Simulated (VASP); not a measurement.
# B8N7 (a cell with a defect) in VASP: further runs

B8N7 (a cell with a defect) is run at these levels: PBE; tasks: single point.

All numbers are computed with VASP 6.6.1; they aren't measurements. Logs are shortened: lines on timing, memory, paths and dates and some standing lists are left out, and cuts for length are marked.

### Step 1. The cell of the first run

The cell holds a defect, 15 atoms: a = 5.098 Å, b = 5.105 Å, c = 5.105 Å, α = 75.56°, β = 60.04°, γ = 60.04°.

### Step 2. Single point, PBE (atom 14 moved 0.125 of the way to it and -0.250 Å across, host rigid)

Contents of INCAR:

```
ALGO = Normal
EDIFF = 1E-6
ENCUT = 520
GGA = PE
ISIF = 2
ISMEAR = 0
LASPH = T
LCHARG = T
LELF = T
LREAL = Auto
LVHAR = T
LWAVE = F
NBANDS = 42
NELECT = 56.0
NELM = 60
PREC = Accurate
SIGMA = 0.05
```

Contents of KPOINTS:

```
k-points
0
Gamma
  6 6 6
```

Contents of POSCAR:

```
B8N7
1.0
    0.0000000000      0.0000000000     -5.0982823342
    4.4227374162      0.0000000000     -2.5491411671
    0.0000000000     -4.4227374162     -2.5491411671
B N
8 7
Direct
    0.5757144903      0.1742855097      0.1742855097
    0.0757144903      0.1742855097      0.1742855097
    0.5000000000      0.3257144903      0.6742855097
    0.0000000000      0.3257144903      0.6742855097
    0.5000000000      0.6742855097      0.3257144903
    0.0000000000      0.6742855097      0.3257144903
    0.9242855097      0.8257144903      0.8257144903
    0.4242855097      0.8257144903      0.8257144903
    0.7500000000      0.8126165678      0.1873834322
    0.6873834322      0.3126165678      0.3126165678
    0.1873834322      0.3126165678      0.3126165678
    0.3126165678      0.6873834322      0.6873834322
    0.8126165678      0.6873834322      0.6873834322
    0.2100300270      0.1805075472      0.8994323989
    0.7500000000      0.1873834322      0.8126165678
```

Potentials or basis: VASP PAW PBE potentials, release 64 (B, N).

Command:

```bash
> cat potpaw_PBE.64/B/POTCAR potpaw_PBE.64/N/POTCAR > POTCAR
> mpirun -np 1 vasp_std > vasp.out
```

OUTCAR:

```text
EDIFF = 1E-6
   ENCUT = 520
   GGA = PE
   ISIF = 2
   ISMEAR = 0
   LASPH = T
   LREAL = Auto
   NELECT = 56.0
   NELM = 60
   PREC = Accurate

 ion  position               nearest neighbor table
   1  0.576  0.174  0.174-  10 1.54  11 1.54   9 1.60  15 1.60
   2  0.076  0.174  0.174-  14 1.22  11 1.54  10 1.54
   3  0.500  0.326  0.674-  15 1.54  12 1.60  10 1.60  14 1.74
   4  0.000  0.326  0.674-  15 1.54  13 1.60  11 1.60  14 1.74
   5  0.500  0.674  0.326-   9 1.54  10 1.60  12 1.60
   6  0.000  0.674  0.326-   9 1.54  11 1.60  13 1.60
   7  0.924  0.826  0.826-  12 1.54  13 1.54   9 1.60  15 1.60
   8  0.424  0.826  0.826-  12 1.54  13 1.54  14 1.60
   9  0.750  0.813  0.187-   5 1.54   6 1.54   1 1.60   7 1.60
  10  0.687  0.313  0.313-   1 1.54   2 1.54   3 1.60   5 1.60
  11  0.187  0.313  0.313-   1 1.54   2 1.54   4 1.60   6 1.60
  12  0.313  0.687  0.687-   7 1.54   8 1.54   3 1.60   5 1.60
  13  0.813  0.687  0.687-   7 1.54   8 1.54   4 1.60   6 1.60
  14  0.210  0.181  0.899-   2 1.22   8 1.60   3 1.74   4 1.74
  15  0.750  0.187  0.813-   3 1.54   4 1.54   1 1.60   7 1.60

  LATTYP: Found a body centered tetragonal cell.
 ALAT       =     6.2546952368
 C/A-ratio  =     0.8151128298

  Lattice vectors:

 A1 = (   4.4227374162,   0.0000000000,   2.5491411671)
 A2 = (  -4.4227374162,   0.0000000000,   2.5491411671)
 A3 = (   0.0000000000,  -4.4227374162,  -2.5491411671)

Analysis of symmetry for initial positions (statically):
=====================================================================
 Subroutine PRICEL returns:
 Original cell was already a primitive cell.

 Routine SETGRP: Setting up the symmetry group for a
 body centered tetragonal supercell.

 Subroutine GETGRP returns: Found  2 space group operations
 (whereof  1 operations were pure point group operations)
 out of a pool of 16 trial point group operations.

The static configuration has the point symmetry C_1 .
 The point group associated with its full space group is C_1h.

Analysis of symmetry for dynamics (positions and initial velocities):
=====================================================================
 Subroutine PRICEL returns:
 Original cell was already a primitive cell.

 Routine SETGRP: Setting up the symmetry group for a
[... 147 lines left out ...]
   EFERMI =   0.00;   METHOD = LEGACY
   ISMEAR =     0;   SIGMA  =   0.05  broadening in eV -4-tet -1-fermi 0-gaus
   EFERMI_NEDOS =   21; number of points for ismear=-14 and -15
   IALGO  =     38    algorithm
   IMIX   =      4    mixing-type and parameters
     AMIX     =   0.40;   BMIX     =  1.00
     AMIX_MAG =   1.60;   BMIX_MAG =  1.00
  volume/ion in A,a.u.               =       6.65        44.87
  Fermi-wavevector in a.u.,A,eV,Ry     =   1.350627  2.552315 24.819658  1.824193
  Thomas-Fermi vector in A             =   2.478116
   LORBIT       =      0    0 simple, 1 ext, 2 COOP (PROOUT), +10 PAW based schemes
   GGA     = PE    functional components
   LHFCALC =     F    Hartree Fock is set to
   AEXX    =    0.0000 exact exchange contribution
   IVDW    =     0    specifies the selected vdW correction
   LEPSILON=     F    determine dielectric tensor
   LRPA    =     F    only Hartree local field effects (RPA)
 non-spin polarized calculation
 Gauss-broadening in eV      SIGMA  =   0.05
  energy-cutoff  :      520.00
  volume of cell :       99.73
 maximum number of plane-waves:      2710
 NGX is ok and might be reduce to    40
   NGX = 19   NGY = 19   NGZ = 19

 number of electron      56.0000002 magnetization

 Free energy of the ion-electron system (eV)
  ---------------------------------------------------
  ext. energy  EPLUGINS =         0.00000000
  ---------------------------------------------------
  free energy    TOTEN  =      -140.42447298 eV

  energy without entropy =     -140.42137679  energy(sigma->0) =     -140.42292489

 E-fermi :   5.2437     XC(G=0): -11.8282

 val. band max:        5.2103090830   @ k =   0.1667  -0.3333   0.1667
 cond. band min:       5.2485096156   @ k =   0.1667  -0.0000  -0.0000
 fundamental gap:      0.0382005326
 Fermi energy:         5.2437454620

 k-point     1 :       0.0000    0.0000    0.0000
  band No.  band energies     occupation
      1     -13.4204      2.00000
      2     -10.6775      2.00000
      3      -9.9386      2.00000
      4      -9.7619      2.00000
      5      -9.3864      2.00000
      6      -8.8691      2.00000
[... 1021 lines left out ...]
     39      15.0368      0.00000
     40      15.4376      0.00000

 [... further k-points ...]

 [bands above 40 left out]

------------------------ aborting loop because EDIFF is reached ----------------------------------------

  FORCE on cell =-STRESS in cart. coord.  units (eV):
  Direction    XX          YY          ZZ          XY          YZ          ZX
  --------------------------------------------------------------------------------------
  -------------------------------------------------------------------------------------
  Total      -37.3406864    -19.6373870    -35.9506484     -3.7203238      0.0000000      0.0000000
  in kB     -599.9108084   -315.4918088   -577.5786302    -59.7702577      0.0000000      0.0000000
  external PRESSURE =    -497.6604158 kB  Pullay stress =       0.0000000 kB

 VOLUME and BASIS-vectors are now :
 -----------------------------------------------------------------------------
  energy-cutoff  :      520.00
  volume of cell :       99.73
      direct lattice vectors                 reciprocal lattice vectors
     0.000000000  0.000000000 -5.098282334    -0.113052156  0.113052156 -0.196144492
     4.422737416  0.000000000 -2.549141167     0.226104312  0.000000000  0.000000000
     0.000000000 -4.422737416 -2.549141167     0.000000000 -0.226104312  0.000000000

 POSITION                                       TOTAL-FORCE (eV/Angst)
 -----------------------------------------------------------------------------------
      0.77082     -0.77082     -3.82371        -0.767581     -0.086747     -0.000000
      0.77082     -0.77082     -1.27457         4.112308    -12.718232     -0.000000
      1.44055     -2.98219     -5.09828        -0.159290     -0.785415     -0.840847
      1.44055     -2.98219     -2.54914        -0.159290     -0.785415      0.840847
      2.98219     -1.44055     -5.09828        -1.886353     -1.496563     -3.829949
      2.98219     -1.44055     -2.54914        -1.886353     -1.496563      3.829949
      3.65192     -3.65192     -8.92199         0.171697     -0.662246     -0.000000
      3.65192     -3.65192     -6.37285        -0.008305      3.360351     -0.000000
      3.59399     -0.82875     -6.37285         0.578070      0.515542     -0.000000
      1.38262     -1.38262     -5.09828        -0.178245     -1.522657      1.541503
      1.38262     -1.38262     -2.54914        -0.178245     -1.522657     -1.541503
      3.04012     -3.04012     -5.09828         0.711869     -0.672252      0.284065
      3.04012     -3.04012     -7.64742         0.711869     -0.672252     -0.284065
      0.79834     -3.97795     -3.82371        -1.333492     17.914294      0.000000
      0.82875     -3.59399     -6.37285         0.271343      0.630813     -0.000000
 -----------------------------------------------------------------------------------
    total drift:                               -0.000658     -0.000342      0.000000

  FREE ENERGIE OF THE ION-ELECTRON SYSTEM (eV)
  ---------------------------------------------------
  free  energy   TOTEN  =      -140.4244729816 eV

  energy  without entropy=     -140.4213767921  energy(sigma->0) =     -140.42292489
```

stdout:

```text
POSCAR found type information on POSCAR B N
 POSCAR found :  2 types and      15 ions
 scaLAPACK will be used
 LDA part: xc-table for (Slater+PW92), standard interpolation
 POSCAR, INCAR and KPOINTS ok, starting setup
 FFT: planning ... GRIDC
 FFT: planning ... GRID_SOFT
 FFT: planning ... GRID
 WAVECAR not read
 entering main loop
 the old and the new charge density differ
 old charge density:    59.00000 new   56.00000
    0.191E+01
```

It took 12 min on 1 thread of Intel Xeon Platinum 8375C at 2.90GHz (Ice Lake), shared host; peak memory 0.33 GiB.

What came out:

* Free energy: -140.4245 eV
* Largest force: 17.964 eV/Å

Forces on the atoms (eV/Å):
```
B    -0.768  -0.087   0.000
B     4.112 -12.718   0.000
B    -0.159  -0.785  -0.841
B    -0.159  -0.785   0.841
B    -1.886  -1.497  -3.830
B    -1.886  -1.497   3.830
B     0.172  -0.662   0.000
B    -0.008   3.360   0.000
N     0.578   0.516   0.000
N    -0.178  -1.523   1.542
N    -0.178  -1.523  -1.542
N     0.712  -0.672   0.284
N     0.712  -0.672  -0.284
N    -1.333  17.914   0.000
N     0.271   0.631   0.000
```

Caveat: the cell carries a net charge on a neutralising background, which shifts energy and pressure; the cell differs from its parent crystal (atom 14 moved 0.125 of the way to it and -0.250 Å across, host rigid); the cell is charged against a uniform background, so pressure and absolute levels hang on convention.

### Step 3. Single point, PBE (atom 14 moved -0.125 of the way to it and -0.500 Å across, host rigid)

INCAR, as its differences from that of step 2:

```diff
@@ -1,3 +1,3 @@
 ALGO = Normal
-EDIFF = 1E-6
+EDIFF = 1E-7
 ENCUT = 520
```

KPOINTS is that of step 2.

POSCAR, as its differences from that of step 2:

```diff
@@ -21,3 +21,3 @@
     0.8126165678      0.6873834322      0.6873834322
-    0.2100300270      0.1805075472      0.8994323989
+    0.1700600539      0.3141692363      0.8457106559
     0.7500000000      0.1873834322      0.8126165678
```

Potentials or basis: VASP PAW PBE potentials, release 64 (B, N).

Command:

```bash
> cat potpaw_PBE.64/B/POTCAR potpaw_PBE.64/N/POTCAR > POTCAR
> mpirun -np 1 vasp_std > vasp.out
```

Wall time 14 min (1 thread of Intel Xeon Platinum 8375C at 2.90GHz (Ice Lake), shared host); peak memory 0.33 GiB.

It converged, with:

```yaml
Free_energy: -140.0901 eV
Largest_force: 7.140 eV/Å
```

Forces in eV/Å, atoms in the order of the input:
```
B   -0.331 -0.631  0.000
B    4.140  1.108  0.000
B    0.424 -0.101 -1.390
B    0.424 -0.101  1.390
B   -1.526 -1.143 -3.541
B   -1.526 -1.143  3.541
B    0.618 -0.504  0.000
B   -1.375  1.893  0.000
N    0.260  0.027  0.000
N   -0.576 -0.012  1.018
N   -0.576 -0.012 -1.018
N    3.545 -0.108 -0.896
N    3.545 -0.108  0.896
N   -7.140  0.009  0.000
N    0.092  0.826  0.000
```

Levels at points of the mesh, in eV from the Fermi level:
```tsv
k point	band 24	band 25	band 26	band 27	band 28	band 29	band 30	band 31	band 32	band 33
(0.00, 0.00, 0.00)	-1.29	-0.85	-0.18	-0.08	0.01	0.94	3.76	6.34	6.65	6.76
(0.50, 0.00, 0.00)	-1.84	-1.07	-0.84	-0.37	-0.31	0.50	3.51	4.04	5.84	6.05
(0.50, 0.50, 0.00)	-1.69	-1.04	-1.02	-0.68	-0.03	0.71	3.26	4.26	5.59	6.32
(0.00, 0.50, 0.00)	-1.62	-0.88	-0.68	-0.47	-0.34	0.18	3.33	5.17	6.12	6.43
(0.00, 0.00, 0.50)	-1.60	-0.85	-0.83	-0.66	-0.51	0.87	3.03	4.71	6.12	6.97
(0.00, 0.50, 0.50)	-2.16	-1.96	-1.54	-1.52	-1.18	0.01	3.03	4.36	5.45	6.09
```

Caveat: the cell carries a net charge on a neutralising background, which shifts energy and pressure; the cell differs from its parent crystal (atom 14 moved -0.125 of the way to it and -0.500 Å across, host rigid); the cell is charged against a uniform background, so pressure and absolute levels hang on convention.

### Step 4. Single point, PBE (atom 14 moved 0.375 of the way to it and -0.125 Å across, host rigid)

Contents of INCAR:

```
ALGO = Normal
EDIFF = 1E-7
ENCUT = 520
GGA = PE
ISIF = 2
ISMEAR = 0
LASPH = T
LCHARG = F
LREAL = Auto
LWAVE = F
NBANDS = 42
NELECT = 56.0
NELM = 80
PREC = Accurate
SIGMA = 0.05
```

KPOINTS is that of step 3.

POSCAR, as its differences from that of step 3:

```diff
@@ -21,3 +21,3 @@
     0.8126165678      0.6873834322      0.6873834322
-    0.1700600539      0.3141692363      0.8457106559
+    0.2300150135      0.0668308446      0.9731391285
     0.7500000000      0.1873834322      0.8126165678
```

Potentials or basis: VASP PAW PBE potentials, release 64 (B, N).

Command:

```bash
> cat potpaw_PBE.64/B/POTCAR potpaw_PBE.64/N/POTCAR > POTCAR
> mpirun -np 1 vasp_std > vasp.out
```

OUTCAR:

```text
EDIFF = 1E-7
   ENCUT = 520
   GGA = PE
   ISIF = 2
   ISMEAR = 0
   LASPH = T
   LREAL = Auto
   NELECT = 56.0
   NELM = 80
   PREC = Accurate

 ion  position               nearest neighbor table
   1  0.576  0.174  0.174-  10 1.54  11 1.54   9 1.60  15 1.60
   2  0.076  0.174  0.174-  14 1.01  11 1.54  10 1.54
   3  0.500  0.326  0.674-  15 1.54  12 1.60  10 1.60
   4  0.000  0.326  0.674-  15 1.54  13 1.60  11 1.60
   5  0.500  0.674  0.326-   9 1.54  10 1.60  12 1.60
[... 1279 lines left out ...]
  energy-cutoff  :      520.00
  volume of cell :       99.73
      direct lattice vectors                 reciprocal lattice vectors
     0.000000000  0.000000000 -5.098282334    -0.113052156  0.113052156 -0.196144492
     4.422737416  0.000000000 -2.549141167     0.226104312  0.000000000  0.000000000
     0.000000000 -4.422737416 -2.549141167     0.000000000 -0.226104312  0.000000000

 POSITION                                       TOTAL-FORCE (eV/Angst)
 -----------------------------------------------------------------------------------
      0.77082     -0.77082     -3.82371        -0.393817      0.504755      0.000000
      0.77082     -0.77082     -1.27457        26.030876    -43.390863     -0.000000
      1.44055     -2.98219     -5.09828         1.548183      1.455906     -3.830977
      1.44055     -2.98219     -2.54914         1.548183      1.455906      3.830977
      2.98219     -1.44055     -5.09828        -2.352839     -2.260769     -4.363348
      2.98219     -1.44055     -2.54914        -2.352839     -2.260769      4.363348
      3.65192     -3.65192     -8.92199         0.504671     -0.456160      0.000000
      3.65192     -3.65192     -6.37285        -8.431478      7.550606      0.000000
      3.59399     -0.82875     -6.37285         0.508361      0.602086      0.000000
      1.38262     -1.38262     -5.09828         0.810354     -1.937372      2.557501
      1.38262     -1.38262     -2.54914         0.810354     -1.937372     -2.557501
      3.04012     -3.04012     -5.09828        -0.737915     -0.000547      1.359695
      3.04012     -3.04012     -7.64742        -0.737915     -0.000547     -1.359695
      0.29558     -4.30394     -3.82371       -16.522665     40.861520      0.000000
      0.82875     -3.59399     -6.37285        -0.231513     -0.186380      0.000000
 -----------------------------------------------------------------------------------
    total drift:                                0.000002     -0.000574     -0.000001

  FREE ENERGIE OF THE ION-ELECTRON SYSTEM (eV)
  ---------------------------------------------------
  free  energy   TOTEN  =      -132.9520805631 eV

  energy  without entropy=     -132.9501965219  energy(sigma->0) =     -132.95113854
```

OSZICAR:

```text
N       E                     dE             d eps       ncg     rms          rms(c)
DAV:   1     0.201077830092E+03    0.20108E+03   -0.29394E+04  5712   0.128E+03
DAV:   2    -0.127604997602E+03   -0.32868E+03   -0.31355E+03  7080   0.295E+02
DAV:   3    -0.144513442815E+03   -0.16908E+02   -0.16798E+02  7232   0.669E+01
DAV:   4    -0.144693796956E+03   -0.18035E+00   -0.18011E+00  7344   0.718E+00
DAV:   5    -0.144696220413E+03   -0.24235E-02   -0.24226E-02  7376   0.798E-01    0.221E+01
DAV:   6    -0.133591563116E+03    0.11105E+02   -0.30296E+01  6864   0.264E+01    0.953E+00
DAV:   7    -0.133119201079E+03    0.47236E+00   -0.30413E+00  6984   0.922E+00    0.579E+00
DAV:   8    -0.132972925750E+03    0.14628E+00   -0.58221E-01  7022   0.413E+00    0.130E+00
DAV:   9    -0.132950450478E+03    0.22475E-01   -0.14203E-01  6992   0.221E+00    0.471E-01
DAV:  10    -0.132951748510E+03   -0.12980E-02   -0.18967E-02  7030   0.655E-01    0.261E-01
DAV:  11    -0.132951941244E+03   -0.19273E-03   -0.12045E-03  7128   0.203E-01    0.903E-02
DAV:  12    -0.132952067168E+03   -0.12592E-03   -0.44429E-04  6876   0.103E-01    0.324E-02
DAV:  13    -0.132952075250E+03   -0.80822E-05   -0.37552E-05  7168   0.400E-02    0.163E-02
DAV:  14    -0.132952079888E+03   -0.46378E-05   -0.11039E-05  6904   0.172E-02    0.389E-03
DAV:  15    -0.132952080499E+03   -0.61161E-06   -0.74997E-07  7240   0.495E-03    0.124E-03
DAV:  16    -0.132952080563E+03   -0.63818E-07   -0.78232E-08  4656   0.167E-03
   1 F= -.13295208E+03 E0= -.13295114E+03  d E =-.188404E-02
```

Wall time 11 min (1 thread of Intel Xeon Platinum 8375C at 2.90GHz (Ice Lake), shared host); peak memory 0.33 GiB.

What came out:

```
Free energy   : -132.9521 eV
Largest force : 50.600 eV/Å
```

Forces on the atoms (eV/Å):
```
B    -0.394   0.505   0.000
B    26.031 -43.391   0.000
B     1.548   1.456  -3.831
B     1.548   1.456   3.831
B    -2.353  -2.261  -4.363
B    -2.353  -2.261   4.363
B     0.505  -0.456   0.000
B    -8.431   7.551   0.000
N     0.508   0.602   0.000
N     0.810  -1.937   2.558
N     0.810  -1.937  -2.558
N    -0.738  -0.001   1.360
N    -0.738  -0.001  -1.360
N   -16.523  40.862   0.000
N    -0.232  -0.186   0.000
```

Caveat: the cell carries a net charge on a neutralising background, which shifts energy and pressure; the cell differs from its parent crystal (atom 14 moved 0.375 of the way to it and -0.125 Å across, host rigid); the cell is charged against a uniform background, so pressure and absolute levels hang on convention.
